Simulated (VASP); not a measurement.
Runs of VASP 6.6.1 on Ge. The structure is that of space group Imma (No. 74), or close to it. The cells are those of the table. 

| task | level | potentials or basis | cell | gap on the mesh (eV) | pressure (GPa) | largest force (eV/Å) |
| --- | --- | --- | --- | --- | --- | --- |
| single point | PBE | VASP PAW PBE potentials, release 64 (Ge_d) | a = 3.966 Å, angles 100.8, 94.7, 136.9°, 2 atoms | none | -1.5 | 0.04 |
| electric field gradients | r2SCAN | VASP PAW PBE potentials, release 64 (Ge_d) | a = 3.914 Å, angles 100.8, 94.7, 136.9°, 2 atoms | none | -1.6 | 0.07 |
| electric field gradients | PBE | VASP PAW PBE potentials, release 64 (Ge_d) | a = 3.914 Å, angles 100.8, 94.7, 136.9°, 2 atoms | none | 1.1 | 0.04 |
| single point | LDA | VASP PAW LDA potentials, release 64 (Ge_d) | a = 3.914 Å, angles 100.8, 94.7, 136.9°, 2 atoms | none | (a) | 0.05 |

Alike in all rows: no spin polarisation; k mesh 15 × 15 × 15; cutoff (eV) 520; smearing fermi-dirac 0.03 eV.

Q: Estimate the missing entries.

A: (a) -4.3.

Caveats: the PAW data sets were made with another functional, which shifts forces and pressure a little (at least some runs); the cell stands under tension (at least some runs).

A k mesh can miss the band edges, and the runs leave out spin-orbit coupling on Ge.

A gap of «none» marks levels without a gap at the run's occupations.
